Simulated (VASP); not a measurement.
# PbSe in VASP: notebook, part 2 of 2

VASP 6.6.1.

## Step 4: Single point, r2SCAN

This run uses another cell than the first one, of 30.20 Å³/atom.

The input, POSCAR:

```
PbSe
1.0
    5.3494553078      0.0000000000      0.0000000000
    0.0000000000      5.3494553078      0.0000000000
    0.0000000000      0.0000000000      4.2212686564
Pb Se
2 2
Direct
    0.5000000000      0.0000000000      0.3182456201
    0.0000000000      0.5000000000      0.6817543799
    0.0000000000      0.0000000000      0.0000000000
    0.5000000000      0.5000000000      0.0000000000
```

The input, INCAR.step1:

```
PREC = Accurate ; ENCUT = 520
ISMEAR = 0 ; SIGMA = 0.05
LREAL = F ; LASPH = T
NELM = 80 ; NBANDS = 28
GGA = PE ; ALGO = Normal
EDIFF = 1E-4 ; LWAVE = T
LCHARG = F
```

The input, INCAR.step2:

```
PREC = Accurate ; ENCUT = 520
EDIFF = 1E-6 ; ISMEAR = 0
SIGMA = 0.05 ; LREAL = F
LASPH = T ; NELM = 80
ALGO = Normal ; ISIF = 2
LWAVE = F ; LCHARG = T
METAGGA = R2SCAN ; LMIXTAU = T
LELF = T ; LVHAR = T
NBANDS = 28 ; ISTART = 1
```

The input, KPOINTS:

```
Automatic mesh
0
Gamma
  6 6 8
```

Potentials or basis: VASP PAW PBE potentials, release 64 (Pb_d, Se).

On the command line:

```
$ cat potpaw_PBE.64/Pb_d/POTCAR potpaw_PBE.64/Se/POTCAR > POTCAR
$ cp INCAR.step1 INCAR
$ mpirun -np 1 vasp_std > vasp.out
$ cp INCAR.step2 INCAR
$ mpirun -np 1 vasp_std > vasp.out
```

OUTCAR:

```text
PREC = Accurate
   ENCUT = 520
   EDIFF = 1E-6
   ISMEAR = 0
   LREAL = F
   LASPH = T
   NELM = 80
   ISIF = 2
   METAGGA = R2SCAN
   ISTART = 1

 ion  position               nearest neighbor table
   1  0.500  0.000  0.318-   3 2.99   4 2.99   4 2.99   3 2.99   2 4.08   2 4.08   2 4.08   2 4.08

   2  0.000  0.500  0.682-   3 2.99   4 2.99   3 2.99   4 2.99   1 4.08   1 4.08   1 4.08   1 4.08

   3  0.000  0.000  0.000-   1 2.99   2 2.99   2 2.99   1 2.99
   4  0.500  0.500  0.000-   1 2.99   2 2.99   1 2.99   2 2.99

  LATTYP: Found a simple tetragonal cell.
 ALAT       =     5.3494553078
 C/A-ratio  =     0.7891025186

  Lattice vectors:

 A1 = (   5.3494553078,   0.0000000000,   0.0000000000)
 A2 = (   0.0000000000,   5.3494553078,   0.0000000000)
 A3 = (   0.0000000000,   0.0000000000,   4.2212686564)

Analysis of symmetry for initial positions (statically):
=====================================================================
 Subroutine PRICEL returns:
 Original cell was already a primitive cell.

 Routine SETGRP: Setting up the symmetry group for a
 simple tetragonal supercell.

 Subroutine GETGRP returns: Found 16 space group operations
 (whereof  8 operations were pure point group operations)
 out of a pool of 16 trial point group operations.

The static configuration has the point symmetry D_2d.
 The point group associated with its full space group is D_4h.

Analysis of symmetry for dynamics (positions and initial velocities):
=====================================================================
 Subroutine PRICEL returns:
 Original cell was already a primitive cell.

 Routine SETGRP: Setting up the symmetry group for a
 simple tetragonal supercell.

 Subroutine GETGRP returns: Found 16 space group operations
[... 118 lines left out ...]
   PSTRESS=    0.0 pullay stress
   NELECT =      40.0000    total number of electrons
   NUPDOWN=      -1.0000    fix difference up-down
   EMIN   =  10.00;   EMAX   =-10.00  energy-range for DOS
   EFERMI =   0.00;   METHOD = LEGACY
   ISMEAR =     0;   SIGMA  =   0.05  broadening in eV -4-tet -1-fermi 0-gaus
   EFERMI_NEDOS =   21; number of points for ismear=-14 and -15
   IALGO  =     38    algorithm
   IMIX   =      4    mixing-type and parameters
     AMIX     =   0.40;   BMIX     =  1.00
     AMIX_MAG =   1.60;   BMIX_MAG =  1.00
  volume/ion in A,a.u.               =      30.20       203.80
  Fermi-wavevector in a.u.,A,eV,Ry     =   1.132594  2.140292 17.453123  1.282768
  Thomas-Fermi vector in A             =   2.269295
   LORBIT       =      0    0 simple, 1 ext, 2 COOP (PROOUT), +10 PAW based schemes
   METAGGA = R2SCAN    functional components
   LHFCALC =     F    Hartree Fock is set to
   AEXX    =    0.0000 exact exchange contribution
   IVDW    =     0    specifies the selected vdW correction
   LEPSILON=     F    determine dielectric tensor
   LRPA    =     F    only Hartree local field effects (RPA)
 non-spin polarized calculation
 Gauss-broadening in eV      SIGMA  =   0.05
  energy-cutoff  :      520.00
  volume of cell :      120.80
 maximum number of plane-waves:      3280
 NGX is ok and might be reduce to    40
   NGX = 19   NGY = 19   NGZ = 15

 number of electron      40.0000011 magnetization

 Free energy of the ion-electron system (eV)
  ---------------------------------------------------
  ext. energy  EPLUGINS =         0.00000000
  ---------------------------------------------------
  free energy    TOTEN  =      -143.18266395 eV

  energy without entropy =     -143.18266395  energy(sigma->0) =     -143.18266395

 E-fermi :   4.2247     XC(G=0):  -9.8051

 val. band max:        3.9308301239   @ k =   0.5000   0.5000   0.5000
 cond. band min:       4.6310979728   @ k =   0.1667   0.1667   0.3750
 fundamental gap:      0.7002678489
 Fermi energy:         4.2247378317

 k-point     1 :       0.0000    0.0000    0.0000
  band No.  band energies     occupation
      1     -13.2809      2.00000
      2     -13.2605      2.00000
      3     -13.2525      2.00000
      4     -13.2334      2.00000
      5     -13.2334      2.00000
      6     -13.2150      2.00000
[... 733 lines left out ...]
     27      12.7665      0.00000
     28      12.7665      0.00000

 [... further k-points ...]
[... 5 lines left out ...]
  --------------------------------------------------------------------------------------
  -------------------------------------------------------------------------------------
  Total       -0.8643436     -0.8643436     -0.5992569      0.0000000      0.0000000      0.0000000
  in kB      -11.4639657    -11.4639657     -7.9480661      0.0000000      0.0000000      0.0000000
  external PRESSURE =     -10.2919991 kB  Pullay stress =       0.0000000 kB

 VOLUME and BASIS-vectors are now :
 -----------------------------------------------------------------------------
  energy-cutoff  :      520.00
  volume of cell :      120.80
      direct lattice vectors                 reciprocal lattice vectors
     5.349455308  0.000000000  0.000000000     0.186934920  0.000000000  0.000000000
     0.000000000  5.349455308  0.000000000     0.000000000  0.186934920  0.000000000
     0.000000000  0.000000000  4.221268656     0.000000000  0.000000000  0.236895607

 POSITION                                       TOTAL-FORCE (eV/Angst)
 -----------------------------------------------------------------------------------
      2.67473      0.00000      1.34340        -0.000000      0.000000     -0.096079
      0.00000      2.67473      2.87787         0.000000      0.000000      0.096079
      0.00000      0.00000      0.00000         0.000000     -0.000000      0.000000
      2.67473      2.67473      0.00000         0.000000      0.000000      0.000000
 -----------------------------------------------------------------------------------
    total drift:                               -0.000000      0.000000      0.000000

  FREE ENERGIE OF THE ION-ELECTRON SYSTEM (eV)
  ---------------------------------------------------
  free  energy   TOTEN  =      -143.1826639465 eV

  energy  without entropy=     -143.1826639465  energy(sigma->0) =     -143.18266395
```

It took 2.9 min on 1 thread of Intel Xeon 6975P-C (Granite Rapids), shared host; peak memory 0.32 GiB.

What came out:

```
Free energy            : -143.1827 eV
Pressure               : -1.0 GPa
Largest force          : 0.096 eV/Å
Band gap on the k mesh : 0.70 eV (least direct gap 1.10 eV)
```

Forces in eV/Å, atoms in the order of the input:
```
Pb   0.000  0.000 -0.096
Pb   0.000  0.000  0.096
Se   0.000  0.000  0.000
Se   0.000  0.000  0.000
```

Stress tensor (GPa, compression positive):
```
-1.15  0.00  0.00
 0.00 -1.15  0.00
 0.00  0.00 -0.79
```

Caveat: the PAW data sets were made with another functional, which shifts forces and pressure a little; spin-orbit coupling is left out, which moves the levels of the heavy elements. A k mesh can miss the band edges.

## Step 5: Single point, PBE (atom 4 (Se) moved 0.08 Å along z)

The input, INCAR:

```
SYSTEM = PbSe
  PREC = Accurate
  ENCUT = 520
  EDIFF = 1E-7
  ISMEAR = 0
  SIGMA = 0.05
  LREAL = .False.
  LASPH = .True.
  NELM = 60
  ALGO = Normal
  ISIF = 2
  LWAVE = .False.
  LCHARG = .False.
  GGA = PE
  NBANDS = 28
```

The input, KPOINTS:

```
regular mesh
0
Gamma
  6 6 8
  0 0 0
```

Changes to POSCAR since step 4:

```diff
@@ -11,2 +11,2 @@
     0.0000000000      0.0000000000      0.0000000000
-    0.5000000000      0.5000000000      0.0000000000
+    0.5000000000      0.5000000000      0.0189516485
```

On the command line:

```
$ cat potpaw_PBE.64/Pb_d/POTCAR potpaw_PBE.64/Se/POTCAR > POTCAR
$ mpirun -np 1 vasp_std > vasp.out
```

It took 81 s on 1 thread of Intel Xeon 6975P-C (Granite Rapids), shared host; peak memory 0.37 GiB.

Results (log left out):

```
Free energy            : -15.7005 eV
Pressure               : 0.0 GPa
Largest force          : 0.184 eV/Å
Band gap on the k mesh : 0.42 eV (least direct gap 0.90 eV)
```

Forces in eV/Å, atoms in the order of the input:
```
Pb   0.000  0.000  0.105
Pb   0.000  0.000  0.084
Se   0.000  0.000 -0.005
Se   0.000  0.000 -0.184
```

Stress tensor (GPa, compression positive):
```
-0.60  0.00  0.00
 0.00  0.78  0.00
 0.00  0.00 -0.04
```

Levels at points of the mesh, in eV from the valence-band top:
```
           k point  band 17  band 18  band 19  band 20  band 21  band 22  band 23  band 24
(0.00, 0.00, 0.00)    -1.38    -1.27    -1.04    -0.28     2.02     3.91     4.48     4.56
(0.50, 0.00, 0.00)    -1.32    -1.28    -0.43    -0.36     1.74     1.91     4.45     4.57
(0.00, 0.50, 0.00)    -1.28    -1.24    -0.51    -0.44     1.93     2.10     4.54     4.61
(0.50, 0.50, 0.00)    -0.73    -0.65    -0.14    -0.11     0.80     0.80     3.23     3.41
(0.00, 0.00, 0.50)    -1.61    -1.37    -1.25    -1.00     0.80     1.01     1.01     1.32
(0.50, 0.00, 0.50)    -2.35    -2.22    -1.27    -1.17     2.34     2.56     2.71     2.73
(0.00, 0.50, 0.50)    -2.23    -2.10    -1.26    -1.16     2.15     2.36     2.66     2.69
(0.50, 0.50, 0.50)    -3.23    -3.07    -0.03     0.00     3.89     3.89     4.05     4.10
```

Caveat: the cell differs from its parent crystal (atom 4 (Se) moved 0.08 Å along z); spin-orbit coupling is left out, which moves the levels of the heavy elements.

## Step 6: Overview

| level | cell | k mesh | gap on the mesh (eV) | pressure (GPa) | largest force (eV/Å) |
| --- | --- | --- | --- | --- | --- |
| PBE | a = 5.398, b = 5.398, c = 4.560 Å, 4 atoms, atomic positions A | 6 × 6 × 8 | 0.66 | -1.0 | - |
| PBE | a = 5.349, b = 5.349, c = 4.221 Å, 4 atoms, atomic positions B | 8 × 8 × 6 | 0.47 | 0.0 | 0.01 |
| r2SCAN | a = 5.349, b = 5.349, c = 4.221 Å, 4 atoms, atomic positions B | 6 × 6 × 8 | 0.70 | -1.0 | 0.10 |
| PBE | a = 5.349, b = 5.349, c = 4.221 Å, 4 atoms, atomic positions C | 6 × 6 × 8 | 0.42 | 0.0 | 0.18 |

Alike in all rows: task single point; potentials or basis VASP PAW PBE potentials, release 64 (Pb_d, Se); no spin polarisation; cutoff (eV) 520; smearing gaussian 0.05 eV.

Caveats: spin-orbit coupling is left out, which moves the levels of the heavy elements; the PAW data sets were made with another functional, which shifts forces and pressure a little (at least some runs).

Absolute energies hang on the potentials; compare differences alone.
